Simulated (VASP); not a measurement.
Write the native input for VASP 6.6.1 that does the following.

```
Task                   : single point
Functional             : r2SCAN
Potentials or basis    : VASP PAW PBE potentials, release 64 (Zn)
Cutoff                 : 520 eV
k mesh                 : 2 × 2 × 1, shifted
Occupations            : gaussian, width 0.1 eV
Spin                   : no spin polarisation
Dipole correction      : no
Further INCAR settings : ALGO = Normal; EDIFF = 1e-06; NBANDS = 25
```

Crystal: Zn.

```xyz
3
Lattice="2.2682 -1.3085 0.0000 2.2682 1.3085 0.0000 -1.5917 0.0000 7.3004" Properties=species:S:1:pos:R:3 pbc="T T T"
Zn    2.1115   -0.5967    2.0295
Zn    2.0592   -0.5967    6.8879
Zn    5.1084   -0.5967    4.4715
```

These files were run (other wordings do the same):

POSCAR

```
Zn
1.0
    2.2681701736     -1.3084870100      0.0000000000
    2.2681701736      1.3084870100      0.0000000000
   -1.5917165425      0.0000000000      7.3004081919
Zn
3
Direct
    0.7910000000      0.3350000000      0.2780000000
    1.0129821400      0.5569821400      0.9434950200
    1.5690178600      1.1130178600      0.6125049800
```

INCAR.step1

```
SYSTEM = Zn
PREC     = Accurate       ! precision mode
ENCUT    = 520            ! plane-wave cutoff, eV
ISMEAR   = 0              ! smearing method
SIGMA    = 0.1            ! smearing width, eV
LREAL    = .FALSE.        ! projectors in reciprocal space
LASPH    = .TRUE.         ! aspherical terms in the spheres
NELM     = 60             ! most SCF steps
NBANDS   = 25             ! bands
GGA      = PE             ! functional
ALGO     = Normal         ! electronic algorithm
EDIFF    = 1E-4           ! SCF threshold, eV
LWAVE    = .TRUE.         ! write WAVECAR
LCHARG   = .FALSE.        ! write CHGCAR
```

INCAR.step2

```
SYSTEM = Zn
PREC     = Accurate       ! precision mode
ENCUT    = 520            ! plane-wave cutoff, eV
EDIFF    = 1E-6           ! SCF threshold, eV
ISMEAR   = 0              ! smearing method
SIGMA    = 0.1            ! smearing width, eV
LREAL    = .FALSE.        ! projectors in reciprocal space
LASPH    = .TRUE.         ! aspherical terms in the spheres
NELM     = 60             ! most SCF steps
ALGO     = Normal         ! electronic algorithm
ISIF     = 2              ! what is computed and relaxed
LWAVE    = .FALSE.        ! write WAVECAR
LCHARG   = .FALSE.        ! write CHGCAR
METAGGA  = R2SCAN         ! meta-GGA
LMIXTAU  = .TRUE.       
NBANDS   = 25             ! bands
ISTART   = 1
```

KPOINTS

```
Automatic mesh
0
Gamma
  2 2 1
  0.25 0.25 0.25
```

Potentials or basis: VASP PAW PBE potentials, release 64 (Zn).

Launch:

```console
$ cat potpaw_PBE.64/Zn/POTCAR > POTCAR
$ cp INCAR.step1 INCAR
$ mpirun -np 1 vasp_std > vasp.out
$ cp INCAR.step2 INCAR
$ mpirun -np 1 vasp_std > vasp.out
```

It gave:

```json
{
  "Pressure": "0.1 GPa",
  "Largest force": "0.176 eV/Å",
  "Band gap on the k mesh": "zero (band 18 reaches 2.59 eV, above the bottom of band 19 at 1.86 eV)"
}
```

Caveat: the k points lie up to 1.39 Å⁻¹ apart; the PAW data sets were made with another functional, which shifts forces and pressure a little.

It took 22 s on 1 thread of Intel(R) Xeon(R) Platinum 8375C CPU @ 2.90GHz (Ice Lake), on a shared host, peak memory 0.15 GiB.
